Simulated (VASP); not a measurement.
# Co (P6_3/mmc) in VASP: further runs

The runs below take Co through relaxation of cell and atoms, relaxation of shape and atoms at fixed volume, with PBEsol.

Program: VASP 6.6.1. These are calculated values, not measurements. Logs are shortened: lines on timing, memory, paths and dates and some standing lists are left out, and cuts for length are marked.

## Step 1: The cell of the first run

The structure is hexagonal, space group P6_3/mmc (No. 194). The conventional cell has a = 2.509 Å, b = 2.509 Å, c = 4.065 Å, α = 90.00°, β = 90.00°, γ = 120.00°. Co (site symmetry -6m2) has 12 Co at 2.50 to 2.51 Å within 3.3 Å.

## Step 2: Relaxation of cell and atoms, PBEsol, collinear spin, ferromagnetic start

Input file INCAR:

```
PREC = Accurate
ENCUT = 600
EDIFF = 1E-6
ISMEAR = -1
SIGMA = 0.1
LREAL = F
LASPH = T
NELM = 150
ALGO = Normal
ISIF = 3
LWAVE = F
LCHARG = F
ISPIN = 2
MAGMOM = 1.7 1.7
LORBIT = 11
LMAXMIX = 4
GGA = PS
IBRION = 2
NSW = 60
EDIFFG = -0.005
```

Input file KPOINTS:

```
regular mesh
0
Gamma
  17 17 9
```

Input file POSCAR:

```
Co
1.0
    2.5090426088      0.0000000000      0.0000000000
   -1.2545213044      2.1728946384      0.0000000000
    0.0000000000      0.0000000000      4.0646490262
Co
2
Direct
    0.3333333333      0.6666666667      0.2500000000
    0.6666666667      0.3333333333      0.7500000000
```

Potentials or basis: VASP PAW PBE potentials, release 64 (Co).

On the command line:

```bash
> cat potpaw_PBE.64/Co/POTCAR > POTCAR
> mpirun -np 1 vasp_std > vasp.out
```

OUTCAR:

```text
PREC = Accurate
   ENCUT = 600
   EDIFF = 1E-6
   ISMEAR = -1
   LREAL = F
   LASPH = T
   NELM = 150
   ISIF = 3
   ISPIN = 2
   LORBIT = 11
   GGA = PS
   IBRION = 2
   NSW = 60
   EDIFFG = -0.005

 ion  position               nearest neighbor table
   1  0.333  0.667  0.250-   2 2.50   2 2.50   2 2.50   2 2.50   2 2.50   2 2.50
   2  0.667  0.333  0.750-   1 2.50   1 2.50   1 2.50   1 2.50   1 2.50   1 2.50

  LATTYP: Found a hexagonal cell.
 ALAT       =     2.5090426088
 C/A-ratio  =     1.6200000000

  Lattice vectors:

 A1 = (   2.5090426088,   0.0000000000,   0.0000000000)
 A2 = (  -1.2545213044,   2.1728946384,   0.0000000000)
 A3 = (   0.0000000000,   0.0000000000,   4.0646490262)

Analysis of symmetry for initial positions (statically):
=====================================================================
 Subroutine PRICEL returns:
 Original cell was already a primitive cell.

 Routine SETGRP: Setting up the symmetry group for a
 hexagonal supercell.

 Subroutine GETGRP returns: Found 24 space group operations
 (whereof 12 operations were pure point group operations)
 out of a pool of 24 trial point group operations.

The static configuration has the point symmetry D_3d.
 The point group associated with its full space group is D_6h.

Analysis of symmetry for dynamics (positions and initial velocities):
=====================================================================
 Subroutine PRICEL returns:
 Original cell was already a primitive cell.

 Routine SETGRP: Setting up the symmetry group for a
 hexagonal supercell.

 Subroutine GETGRP returns: Found 24 space group operations
 (whereof 12 operations were pure point group operations)
 out of a pool of 24 trial point group operations.

The dynamic configuration has the point symmetry D_3d.
 The point group associated with its full space group is D_6h.

Analysis of structural, dynamic, and magnetic symmetry:
=====================================================================
 Subroutine PRICEL returns:
 Original cell was already a primitive cell.

 Routine SETGRP: Setting up the symmetry group for a
 hexagonal supercell.

 Subroutine GETGRP returns: Found 24 space group operations
 (whereof 12 operations were pure point group operations)
 out of a pool of 24 trial point group operations.

The overall configuration has the point symmetry D_3d.
 The point group associated with its full space group is D_6h.

 Subroutine INISYM returns: Found 24 space group operations
[... 117 lines left out ...]
     AMIX_MAG =   1.60;   BMIX_MAG =  1.00
  volume/ion in A,a.u.               =      11.08        74.77
  Fermi-wavevector in a.u.,A,eV,Ry     =   1.527481  2.886520 31.745079  2.333197
  Thomas-Fermi vector in A             =   2.635371
   LORBIT       =     11    0 simple, 1 ext, 2 COOP (PROOUT), +10 PAW based schemes
   GGA     = PS    functional components
   LHFCALC =     F    Hartree Fock is set to
   AEXX    =    0.0000 exact exchange contribution
   IVDW    =     0    specifies the selected vdW correction
   LEPSILON=     F    determine dielectric tensor
   LRPA    =     F    only Hartree local field effects (RPA)
 conjugate gradient relaxation of ions
 spin polarized calculation
  energy-cutoff  :      600.00
  volume of cell :       22.16
 maximum number of plane-waves:       762
 NGX is ok and might be reduce to    20
   NGX =  9   NGY =  9   NGZ = 17

--------------------------------------- Ionic step        1  -------------------------------------------

 number of electron      17.9999996 magnetization       3.2434673

 Free energy of the ion-electron system (eV)
  ---------------------------------------------------
  ext. energy  EPLUGINS =         0.00000000
  ---------------------------------------------------
  free energy    TOTEN  =       -15.43175020 eV

  energy without entropy =      -15.36876565  energy(sigma->0) =      -15.40025792

 E-fermi :   9.7797     XC(G=0): -13.4545

 val. band max:        9.7747248919   @ k =   0.2353   0.0000   0.1111
 cond. band min:       9.7847986536   @ k =   0.4118   0.0588   0.4444
 fundamental gap:      0.0100737616
 Fermi energy:         9.7797072169

 spin component 1

 k-point     1 :       0.0000    0.0000    0.0000
  band No.  band energies     occupation
      1       0.9275      1.00000
      2       4.7271      1.00000
      3       7.2030      1.00000
      4       7.2342      1.00000
      5       7.2342      1.00000
      6       7.5350      1.00000
      7       7.5350      1.00000
      8       7.8777      1.00000
      9       7.8777      1.00000
     10       8.9427      0.99977
     11       8.9427      0.99977
     12       9.6330      0.81254
[... 954 lines left out ...]
  FREE ENERGIE OF THE ION-ELECTRON SYSTEM (eV)
  ---------------------------------------------------
  free  energy   TOTEN  =       -15.5017197888 eV

  energy  without entropy=      -15.4405344975  energy(sigma->0) =      -15.47112714

[... ionic steps 4 to 7 ...]

--------------------------------------- Ionic step        8  -------------------------------------------

 number of electron      18.0000001 magnetization       3.1238474

------------------------ aborting loop because EDIFF is reached ----------------------------------------
[... 67 lines left out ...]
--------------------------------------- Ionic step       10  -------------------------------------------

 number of electron      18.0000001 magnetization       3.1252691

 Free energy of the ion-electron system (eV)
  ---------------------------------------------------
  ext. energy  EPLUGINS =         0.00000000
  ---------------------------------------------------
  free energy    TOTEN  =       -15.50178228 eV

  energy without entropy =      -15.44071341  energy(sigma->0) =      -15.47124784

 E-fermi :  10.7566     XC(G=0): -13.8648

 val. band max:       10.7561117213   @ k =   0.2941   0.1176   0.2222
 cond. band min:      10.7568652826   @ k =   0.2353   0.0000   0.1111
 fundamental gap:      0.0007535613
 Fermi energy:        10.7566206591

 spin component 1

 k-point     1 :       0.0000    0.0000    0.0000
  band No.  band energies     occupation
      1       1.5042      1.00000
      2       5.3922      1.00000
      3       8.1138      1.00000
      4       8.1333      1.00000
      5       8.1333      1.00000
      6       8.4752      1.00000
      7       8.4752      1.00000
      8       8.8506      1.00000
      9       8.8506      1.00000
     10      10.0466      0.99918
     11      10.0466      0.99918
     12      10.6087      0.81440
[... 882 lines left out ...]
  FREE ENERGIE OF THE ION-ELECTRON SYSTEM (eV)
  ---------------------------------------------------
  free  energy   TOTEN  =       -15.5017822776 eV

  energy  without entropy=      -15.4407134082  energy(sigma->0) =      -15.47124784

 reached required accuracy - stopping structural energy minimisation

 total charge

# of ion       s       p       d       tot
------------------------------------------
    1        0.509   0.568   7.292   8.369
    2        0.509   0.568   7.292   8.369
--------------------------------------------------
tot          1.019   1.135  14.584  16.739

 magnetization (x)

# of ion       s       p       d       tot
------------------------------------------
    1       -0.015  -0.050   1.634   1.569
    2       -0.015  -0.050   1.634   1.569
--------------------------------------------------
tot         -0.030  -0.100   3.267   3.137
```

OSZICAR:

```text
N       E                     dE             d eps       ncg     rms          rms(c)
DAV:   1     0.861549418586E+02    0.86155E+02   -0.91193E+03 10036   0.175E+03
DAV:   2    -0.155875439733E+02   -0.10174E+03   -0.94426E+02  9907   0.269E+02
[... 71 lines left out ...]
DAV:   1    -0.155019088023E+02   -0.12473E-03   -0.14787E-03  9914   0.720E-01    0.907E-02
DAV:   2    -0.155018076280E+02    0.10117E-03   -0.55531E-04 10838   0.491E-01    0.556E-02
DAV:   3    -0.155017862662E+02    0.21362E-04   -0.62272E-05 10831   0.165E-01    0.246E-02
DAV:   4    -0.155017842069E+02    0.20593E-05   -0.70879E-07  6658   0.118E-02    0.894E-03
DAV:   5    -0.155017821706E+02    0.20363E-05   -0.31821E-07  5083   0.101E-02    0.153E-03
DAV:   6    -0.155017822776E+02   -0.10703E-06   -0.18639E-07  4971   0.613E-03
  10 F= -.15501782E+02 E0= -.15471248E+02  d E =0.175558E-05  mag=     3.1253
```

Wall time 4.8 min (1 thread of Intel Xeon Platinum 8488C (Sapphire Rapids), shared host); peak memory 0.24 GiB.

Results:

```yaml
Free_energy: -15.5018 eV
Relaxed_volume: 10.34 Å³/atom
Relaxed_cell: a = 2.454 Å, b = 2.454 Å, c = 3.966 Å, α = 90.00°, β = 90.00°, γ = 120.00°
Space_group_after_relaxing_to_0.05_Å: P6_3/mmc (No. 194)
Energy_gained_by_relaxing: 35.0 meV/atom
Ionic_steps: 10
Pressure_after_relaxing: -0.1 GPa
Net_moment: 3.13 μB per cell
Site_moments: Co +1.57 μB
Valence_electrons_inside_the_program's_atomic_spheres: Co 8.37
```

The path:
| step | energy change (eV) | largest force (eV/Å) | pressure (GPa) | volume (Å³) |
| --- | --- | --- | --- | --- |
| 1 | 0.0000 | 0.0000 | -14.17 | 22.16 |
| 2 | 0.0249 | 0.0000 | 21.60 | 19.16 |
| 3 | -0.0700 | 0.0000 | -0.26 | 20.70 |
| 4 | -0.0700 | 0.0000 | 0.04 | 20.67 |
| 5 | -0.0700 | 0.0000 | 0.09 | 20.67 |
| 6 | -0.0700 | 0.0000 | 0.08 | 20.67 |
| 7 | -0.0700 | 0.0000 | 0.09 | 20.67 |
| 8 | -0.0700 | 0.0000 | 0.09 | 20.67 |
| 9 | -0.0700 | 0.0000 | 0.09 | 20.67 |
| 10 | -0.0700 | 0.0000 | -0.07 | 20.68 |

Final structure:
```cif
data_structure
_symmetry_space_group_name_H-M 'P 1'
_symmetry_Int_Tables_number 1
_cell_length_a 2.4541
_cell_length_b 2.4541
_cell_length_c 3.9655
_cell_angle_alpha 90.000
_cell_angle_beta 90.000
_cell_angle_gamma 120.000
_cell_volume 20.68
loop_
_atom_site_label
_atom_site_type_symbol
_atom_site_fract_x
_atom_site_fract_y
_atom_site_fract_z
_atom_site_occupancy
Co1 Co 0.33333 0.66667 0.25000 1
Co2 Co 0.66667 0.33333 0.75000 1
```

Caveat: the PAW data sets were made with another functional, which shifts forces and pressure a little.

## Step 3: Relaxation of shape and atoms at fixed volume, PBEsol, collinear spin, ferromagnetic start

This run uses another cell than the first one, of 7.47 Å³/atom, 0.675 times its volume.

Input file INCAR:

```
SYSTEM = Co
PREC = Accurate
ENCUT = 600
EDIFF = 1E-6
ISMEAR = -1
SIGMA = 0.1
LREAL = .False.
LASPH = .True.
NELM = 150
ALGO = Normal
ISIF = 4
LWAVE = .False.
LCHARG = .False.
ISPIN = 2
MAGMOM = 1.7 1.7
LORBIT = 11
LMAXMIX = 4
GGA = PS
IBRION = 2
NSW = 50
EDIFFG = -0.005
```

Input file KPOINTS:

```
Automatic mesh
0
Gamma
  17 17 9
  0 0 0
```

Input file POSCAR:

```
Co
1.0
    2.2020412270      0.0000000000      0.0000000000
   -1.1010206135      1.9070236427      0.0000000000
    0.0000000000      0.0000000000      3.5595149543
Co
2
Direct
    0.3333333333      0.6666666667      0.2500000000
    0.6666666667      0.3333333333      0.7500000000
```

Potentials or basis: VASP PAW PBE potentials, release 64 (Co).

On the command line:

```bash
> cat potpaw_PBE.64/Co/POTCAR > POTCAR
> mpirun -np 1 vasp_std > vasp.out
```

It took 2.7 min on 1 thread of Intel Xeon 6975P-C, shared host; peak memory 0.19 GiB.

The run converged. Its results:

```
Free energy               : -13.4348 eV
Energy gained by relaxing : 0.0 meV/atom
Ionic steps               : 3
Pressure after relaxing   : 153.8 GPa
Band gap on the k mesh    : zero (filled and empty bands overlap)
Net moment                : 0.00 μB per cell
```

Final structure:
```xyz
2
Lattice="2.2017 0.0000 0.0000 -1.1008 1.9067 0.0000 0.0000 0.0000 3.5607" Properties=species:S:1:pos:R:3 pbc="T T T"
Co    0.0000    1.2711    0.8902
Co    1.1008    0.6356    2.6705
```

Levels at points of the mesh, in eV from the Fermi level:
Spin up:
```
           k point  band 5  band 6  band 7  band 8  band 9  band 10  band 11  band 12  band 13  band 14
(0.00, 0.00, 0.00)   -3.11   -2.50   -2.50   -1.85   -1.85    -0.43     0.15     0.15    10.52    24.59
```
Spin down:
| k point | band 6 | band 7 | band 8 | band 9 | band 10 | band 11 | band 12 | band 13 |
| --- | --- | --- | --- | --- | --- | --- | --- | --- |
| (0.00, 0.00, 0.00) | -2.50 | -2.50 | -1.85 | -1.85 | -0.43 | 0.15 | 0.15 | 10.52 |

Caveat: the starting moments collapsed, and a magnetic state may lie lower; the PAW data sets were made with another functional, which shifts forces and pressure a little.
